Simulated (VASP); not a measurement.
Runs of VASP 6.6.1 on Au. The structure is that of space group Pm-3m (No. 221), or close to it. The cells are those of the table. 

```csv
cell,k mesh,gap on the mesh (eV),pressure (GPa)
"a = 2.770 Å, 1 atom",13 × 13 × 13,none,-0.2
"a = 2.877 Å, 1 atom",13 × 13 × 13,none,-7.7
"a = 2.732 Å, 1 atom",13 × 13 × 13,none,4.1
"a = 2.842 Å, 1 atom",13 × 13 × 13,none,(b)
"a = 2.654 Å, 1 atom",13 × 13 × 13,none,17.1
"a = 2.694 Å, 1 atom",13 × 13 × 13,none,(a)
"a = 2.770 Å, 1 atom",19 × 19 × 19,none,-0.2
"a = 2.806 Å, 1 atom",13 × 13 × 13,none,-3.4
```

Alike in all rows: task single point; level revPBE; potentials or basis VASP PAW PBE potentials, release 64 (Au); no spin polarisation; cutoff (eV) 520; smearing fermi-dirac 0.1 eV.

**Question.** Fill in the values left out.

**Answer.** (a) 9.7; (b) -5.9.

Caveats: the PAW data sets were made with another functional, which shifts forces and pressure a little; spin-orbit coupling is left out, which moves the levels of the heavy elements.

A k mesh can miss the band edges, and the runs leave out spin-orbit coupling on Au.

A gap of «none» marks levels without a gap at the run's occupations.
